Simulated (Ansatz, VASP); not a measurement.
# Si in VASP and in Ansatz

The input INCAR:

```
SYSTEM = Si
  PREC = Accurate
  ENCUT = 520
  EDIFF = 1E-6
  ISMEAR = 0
  SIGMA = 0.02
  LREAL = .FALSE.
  LASPH = .TRUE.
  NELM = 80
  ALGO = Normal
  ISIF = 2
  LWAVE = .FALSE.
  LCHARG = .FALSE.
  GGA = PE
  NBANDS = 11
```

Contents of KPOINTS:

```
Automatic mesh
0
G
  10 10 10
  0 0 0
```

File POSCAR:

```
Si
1.0
    0.0000000000      2.6502008459      2.6502008459
    2.6502008459      0.0000000000      2.6502008459
    2.6502008459      2.6502008459      0.0000000000
Si
2
Direct
    0.7500000000      0.7500000000      0.7500000000
    0.5000000000      0.5000000000      0.5000000000
```

Input for Ansatz:

```yaml
crystal:
  lattice:
    - [0.0, 2.6502008459, 2.6502008459]
    - [2.6502008459, 0.0, 2.6502008459]
    - [2.6502008459, 2.6502008459, 0.0]
  atoms:
    - { symbol: Si, position: [0.75, 0.75, 0.75] }
    - { symbol: Si, position: [0.5, 0.5, 0.5] }
basis:
  ecutwfc: 420
kpoints:
  mp_grid: { grid: [10, 10, 10] }
hamiltonian:
  xc: pbe
scf:
  occupations: { method: gaussian, width: 0.02 }
output:
  forces: true
  stress: true
  eigenvalues: true
  write_density: true
  write_potential: true
  elf: true
  volumetric_format: npy
```

Alike in both runs: task single point; functional PBE; k mesh 10 × 10 × 10; occupations gaussian, width 0.02 eV; no spin polarisation.

|  | VASP | Ansatz |
| --- | --- | --- |
| version | VASP 6.6.1 | Ansatz 0.2.0 |
| potentials or method | VASP PAW PBE potentials, release 64 (Si), cutoff 520 eV | scalar-relativistic, plane waves, PAW |
| valence electrons in the cell | 8 | 8 |

|  | VASP | Ansatz | Ansatz less VASP |
| --- | --- | --- | --- |
| gap on the k mesh at the Fermi level (eV) | 0.45 | 0.44 | -0.002 |
| least direct gap on the mesh (eV) | 2.59 | 2.59 | -0.006 |
| pressure (GPa) | 10.2 | 10.3 | +0.09 |

With one functional, cell and mesh, what is left measures potentials, basis and numerics.
